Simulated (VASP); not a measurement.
# Ca3As (Pm-3n) in VASP: a series of runs, part 2 of 2

VASP 6.6.1.

## Step 4: Relaxation of cell and atoms, PBE

File INCAR:

```
PREC = Accurate
ENCUT = 600
EDIFF = 1E-7
ISMEAR = 0
SIGMA = 0.1
LREAL = F
LASPH = T
NELM = 100
ALGO = Fast
ISIF = 3
LWAVE = F
LCHARG = F
GGA = PE
IBRION = 2
NSW = 100
EDIFFG = -0.01
```

File KPOINTS:

```
regular mesh
0
Gamma
  6 6 6
```

File POSCAR:

```
Ca3As
1.0
    6.0151872400      0.0000000000      0.0000000000
    0.0000000000      6.0151872400      0.0000000000
    0.0000000000      0.0000000000      6.0151872400
Ca As
6 2
Direct
    0.2500000000      0.0000000000      0.5000000000
    0.5000000000      0.7500000000      0.0000000000
    0.7500000000      0.0000000000      0.5000000000
    0.5000000000      0.2500000000      0.0000000000
    0.0000000000      0.5000000000      0.7500000000
    0.0000000000      0.5000000000      0.2500000000
    0.0000000000      0.0000000000      0.0000000000
    0.5000000000      0.5000000000      0.5000000000
```

Potentials or basis: VASP PAW PBE potentials, release 64 (Ca_sv, As).

The run is started by

```
$ cat potpaw_PBE.64/Ca_sv/POTCAR potpaw_PBE.64/As/POTCAR > POTCAR
$ mpirun -np 1 vasp_std > vasp.out
```

OUTCAR:

```text
PREC = Accurate
   ENCUT = 600
   EDIFF = 1E-7
   ISMEAR = 0
   LREAL = F
   LASPH = T
   NELM = 100
   ISIF = 3
   GGA = PE
   IBRION = 2
   NSW = 100
   EDIFFG = -0.01

 ion  position               nearest neighbor table
   1  0.250  0.000  0.500-   3 3.01   3 3.01
   2  0.500  0.750  0.000-   4 3.01   4 3.01
   3  0.750  0.000  0.500-   1 3.01   1 3.01
   4  0.500  0.250  0.000-   2 3.01   2 3.01
   5  0.000  0.500  0.750-   6 3.01   6 3.01
   6  0.000  0.500  0.250-   5 3.01   5 3.01
   7  0.000  0.000  0.000-
   8  0.500  0.500  0.500-

  LATTYP: Found a simple cubic cell.
 ALAT       =     6.0151872400

  Lattice vectors:

 A1 = (   6.0151872400,   0.0000000000,   0.0000000000)
 A2 = (   0.0000000000,   6.0151872400,   0.0000000000)
 A3 = (   0.0000000000,   0.0000000000,   6.0151872400)

Analysis of symmetry for initial positions (statically):
=====================================================================
 Subroutine PRICEL returns:
 Original cell was already a primitive cell.

 Routine SETGRP: Setting up the symmetry group for a
 simple cubic supercell.

 Subroutine GETGRP returns: Found 48 space group operations
 (whereof 24 operations were pure point group operations)
 out of a pool of 48 trial point group operations.

The static configuration has the point symmetry T_h .
 The point group associated with its full space group is O_h .

Analysis of symmetry for dynamics (positions and initial velocities):
=====================================================================
 Subroutine PRICEL returns:
 Original cell was already a primitive cell.

 Routine SETGRP: Setting up the symmetry group for a
 simple cubic supercell.

 Subroutine GETGRP returns: Found 48 space group operations
 (whereof 24 operations were pure point group operations)
 out of a pool of 48 trial point group operations.

The dynamic configuration has the point symmetry T_h .
 The point group associated with its full space group is O_h .

 Subroutine INISYM returns: Found 48 space group operations
 (whereof 24 operations are pure point group operations),
 and found     1 'primitive' translations

----------------------------------------------------------------------------------------

                                     Primitive cell

  volume of cell :     217.6444

  direct lattice vectors                    reciprocal lattice vectors
     6.015187240  0.000000000  0.000000000     0.166245864  0.000000000  0.000000000
     0.000000000  6.015187240  0.000000000     0.000000000  0.166245864  0.000000000
     0.000000000  0.000000000  6.015187240     0.000000000  0.000000000  0.166245864

  length of vectors
     6.015187240  6.015187240  6.015187240     0.166245864  0.166245864  0.166245864

  position of ions in fractional coordinates (direct lattice)
     0.250000000  0.000000000  0.500000000
     0.500000000  0.750000000  0.000000000
     0.750000000  0.000000000  0.500000000
     0.500000000  0.250000000  0.000000000
     0.000000000  0.500000000  0.750000000
     0.000000000  0.500000000  0.250000000
     0.000000000  0.000000000  0.000000000
     0.500000000  0.500000000  0.500000000

  ion indices of the primitive-cell ions
   primitive index   ion index
                 1           1
                 2           2
                 3           3
                 4           4
                 5           5
                 6           6
                 7           7
                 8           8

----------------------------------------------------------------------------------------

 KPOINTS: regular mesh

Automatic generation of k-mesh.
 Grid dimensions read from file:
 generate k-points for:    6    6    6

 Generating k-lattice:

  Cartesian coordinates                     Fractional coordinates (reciprocal lattice)
     0.027707644  0.000000000  0.000000000     0.166666667  0.000000000  0.000000000
     0.000000000  0.027707644  0.000000000     0.000000000  0.166666667  0.000000000
     0.000000000  0.000000000  0.027707644     0.000000000  0.000000000  0.166666667

  Length of vectors
     0.027707644  0.027707644  0.027707644

  Shift w.r.t. Gamma in fractional coordinates (k-lattice)
     0.000000000  0.000000000  0.000000000

 Subroutine IBZKPT returns following result:
 ===========================================

 Found     20 irreducible k-points:

 Following reciprocal coordinates:
            Coordinates               Weight
  0.000000  0.000000  0.000000      1.000000
  0.166667  0.000000  0.000000      6.000000
  0.333333  0.000000  0.000000      6.000000
  0.500000  0.000000  0.000000      3.000000
  0.166667  0.166667  0.000000     12.000000
  0.333333  0.166667  0.000000     24.000000
[... 12 lines left out ...]
  0.500000  0.500000  0.333333      6.000000
  0.500000  0.500000  0.500000      1.000000
   k-points           NKPTS =     20   k-points in BZ     NKDIM =     20   number of bands    NBANDS=     42
   number of dos      NEDOS =    301   number of ions     NIONS =      8
   total plane-waves  NPLWV = 110592
   dimension x,y,z NGX =    48 NGY =   48 NGZ =   48
   dimension x,y,z NGXF=    96 NGYF=   96 NGZF=   96
   ions per type =               6   2
   NGX,Y,Z   is equivalent  to a cutoff of  13.27, 13.27, 13.27 a.u.
   NGXF,Y,Z  is equivalent  to a cutoff of  26.53, 26.53, 26.53 a.u.
 SYSTEM =  unknown system
   PREC   = accura    normal or accurate (medium, high low for compatibility)
   ISTART =      0    job   : 0-new  1-cont  2-samecut
   ICHARG =      2    charge: 1-file 2-atom 10-const
   ISPIN  =      1    spin polarized calculation?
   LNONCOLLINEAR =      F non collinear calculations
   LSORBIT =      F    spin-orbit coupling
   LASPH  =      T    aspherical Exc in radial PAW
   ENCUT  =  600.0 eV  44.10 Ry    6.64 a.u.  12.01 12.01 12.01*2*pi/ulx,y,z
   NELM   =    100;   NELMIN=  2; NELMDL= -5     # of ELM steps
   EDIFF  = 0.1E-06   stopping-criterion for ELM
   LREAL  =      F    real-space projection
   EDIFFG = -.1E-01   stopping-criterion for IOM
   NSW    =    100    number of steps for IOM
   IBRION =      2    ionic relax: 0-MD 1-quasi-New 2-CG
   NFREE  =      1    steps in history (QN), initial steepest desc. (CG)
   ISIF   =      3    stress and relaxation
   ISYM   =      2    0-nonsym 1-usesym 2-fastsym
   POTIM  = 0.5000    time-step for ionic-motion
   TEBEG  =    0.0;   TEEND  =   0.0 temperature during run
   PSTRESS=    0.0 pullay stress
   NELECT =      70.0000    total number of electrons
   NUPDOWN=      -1.0000    fix difference up-down
   EMIN   =  10.00;   EMAX   =-10.00  energy-range for DOS
   EFERMI =   0.00;   METHOD = LEGACY
   ISMEAR =     0;   SIGMA  =   0.10  broadening in eV -4-tet -1-fermi 0-gaus
   EFERMI_NEDOS =   21; number of points for ismear=-14 and -15
   IALGO  =     68    algorithm
   IMIX   =      4    mixing-type and parameters
     AMIX     =   0.40;   BMIX     =  1.00
     AMIX_MAG =   1.60;   BMIX_MAG =  1.00
  volume/ion in A,a.u.               =      27.21       183.59
  Fermi-wavevector in a.u.,A,eV,Ry     =   1.121653  2.119616 17.117551  1.258105
  Thomas-Fermi vector in A             =   2.258307
   LORBIT       =      0    0 simple, 1 ext, 2 COOP (PROOUT), +10 PAW based schemes
   GGA     = PE    functional components
   LHFCALC =     F    Hartree Fock is set to
   AEXX    =    0.0000 exact exchange contribution
   IVDW    =     0    specifies the selected vdW correction
   LEPSILON=     F    determine dielectric tensor
   LRPA    =     F    only Hartree local field effects (RPA)
 conjugate gradient relaxation of ions
 non-spin polarized calculation
 RMM-DIIS sequential band-by-band and
 Gauss-broadening in eV      SIGMA  =   0.10
  energy-cutoff  :      600.00
  volume of cell :      217.64
 maximum number of plane-waves:      7294
   NGX = 25   NGY = 25   NGZ = 25

--------------------------------------- Ionic step        1  -------------------------------------------

 number of electron      69.9999985 magnetization

 Free energy of the ion-electron system (eV)
  ---------------------------------------------------
  ext. energy  EPLUGINS =         0.00000000
  ---------------------------------------------------
  free energy    TOTEN  =       -22.70606739 eV

  energy without entropy =      -22.62633202  energy(sigma->0) =      -22.66619971

 E-fermi :   4.0506     XC(G=0):  -9.1618

 val. band max:        4.0483922215   @ k =   0.5000   0.3333   0.0000
 cond. band min:       4.0558065287   @ k =   0.3333   0.1667   0.0000
 fundamental gap:      0.0074143072
 Fermi energy:         4.0505633563

 k-point     1 :       0.0000    0.0000    0.0000
  band No.  band energies     occupation
      1     -37.4107      2.00000
      2     -37.3786      2.00000
      3     -37.3786      2.00000
      4     -37.2809      2.00000
      5     -37.2809      2.00000
      6     -37.2809      2.00000
[... 970 lines left out ...]
  energy  without entropy=      -22.8092560044  energy(sigma->0) =      -22.84441799

--------------------------------------- Ionic step        3  -------------------------------------------

 number of electron      70.0000026 magnetization

 Free energy of the ion-electron system (eV)
  ---------------------------------------------------
  ext. energy  EPLUGINS =         0.00000000
  ---------------------------------------------------
  free energy    TOTEN  =       -22.90250358 eV

  energy without entropy =      -22.83440422  energy(sigma->0) =      -22.86845390

 E-fermi :   3.4325     XC(G=0):  -8.7651

 val. band max:        3.4305776792   @ k =   0.3333   0.3333   0.0000
 cond. band min:       3.4345037455   @ k =   0.5000   0.5000   0.3333
 fundamental gap:      0.0039260663
 Fermi energy:         3.4325192488

 k-point     1 :       0.0000    0.0000    0.0000
  band No.  band energies     occupation
      1     -38.2628      2.00000
      2     -38.2431      2.00000
      3     -38.2431      2.00000
      4     -38.1763      2.00000
      5     -38.1763      2.00000
      6     -38.1763      2.00000
[... 924 lines left out ...]
  FREE ENERGIE OF THE ION-ELECTRON SYSTEM (eV)
  ---------------------------------------------------
  free  energy   TOTEN  =       -22.9025035838 eV

  energy  without entropy=      -22.8344042190  energy(sigma->0) =      -22.86845390

 reached required accuracy - stopping structural energy minimisation
```

It took 14 min on 1 thread of Intel Xeon 6975P-C (Granite Rapids), shared host; peak memory 0.48 GiB.

What came out:

```
Free energy                           : -22.9025 eV
Relaxed volume                        : 30.26 Å³/atom
Relaxed cell                          : a = 6.232 Å, b = 6.232 Å, c = 6.232 Å, α = 90.00°, β = 90.00°, γ = 90.00°
Space group after relaxing (to 0.1 Å) : Pm-3n (No. 223)
Energy gained by relaxing             : 24.6 meV/atom
Ionic steps                           : 3
Pressure after relaxing               : -0.1 GPa
Band gap on the k mesh                : zero (bands 35 and 36 overlap by 0.41 eV)
```

Step by step:
| step | energy change (eV) | largest force (eV/Å) | pressure (GPa) | volume (Å³) |
| --- | --- | --- | --- | --- |
| 1 | 0.0000 | 0.0000 | 2.80 | 217.64 |
| 2 | -0.1735 | 0.0000 | 0.88 | 232.99 |
| 3 | -0.1964 | 0.0000 | -0.05 | 242.06 |

Final structure:
```yaml
crystal:
  lattice:
    - [6.23216, 0.00000, 0.00000]
    - [0.00000, 6.23216, 0.00000]
    - [0.00000, 0.00000, 6.23216]
  atoms:
    - { symbol: Ca, position: [0.25000, 0.00000, 0.50000] }
    - { symbol: Ca, position: [0.50000, 0.75000, 0.00000] }
    - { symbol: Ca, position: [0.75000, 0.00000, 0.50000] }
    - { symbol: Ca, position: [0.50000, 0.25000, 0.00000] }
    - { symbol: Ca, position: [0.00000, 0.50000, 0.75000] }
    - { symbol: Ca, position: [0.00000, 0.50000, 0.25000] }
    - { symbol: As, position: [0.00000, 0.00000, 0.00000] }
    - { symbol: As, position: [0.50000, 0.50000, 0.50000] }
```

Levels at points of the mesh, in eV from the Fermi level:
| k point | band 32 | band 33 | band 34 | band 35 | band 36 | band 37 | band 38 | band 39 |
| --- | --- | --- | --- | --- | --- | --- | --- | --- |
| (0.00, 0.00, 0.00) | -2.14 | -2.14 | -0.92 | -0.92 | 0.05 | 0.05 | 0.05 | 1.18 |
| (0.50, 0.00, 0.00) | -2.26 | -0.12 | -0.12 | -0.01 | -0.01 | 0.06 | 0.06 | 1.12 |
| (0.50, 0.50, 0.00) | -1.89 | -0.89 | -0.89 | -0.02 | 0.06 | 0.58 | 0.75 | 0.83 |
| (0.50, 0.50, 0.50) | -2.91 | 0.30 | 0.30 | 0.30 | 0.30 | 0.30 | 0.30 | 1.76 |

## Step 5: The runs side by side

| task | cell | k mesh | cutoff (eV) | gap on the mesh (eV) | pressure (GPa) |
| --- | --- | --- | --- | --- | --- |
| single point | a = 6.015 Å, 8 atoms | 4 × 4 × 4 | 520 | none | 2.7 |
| single point | a = 6.221 Å, 8 atoms | 6 × 6 × 6 | 520 | none | 0.1 |
| relaxation of cell and atoms | relaxed from a = 6.015 Å, 8 atoms | 6 × 6 × 6 | 600 | none | -0.1 |

Alike in all rows: level PBE; potentials or basis VASP PAW PBE potentials, release 64 (Ca_sv, As); no spin polarisation; smearing gaussian 0.1 eV.

Absolute energies hang on the potentials; compare differences alone.
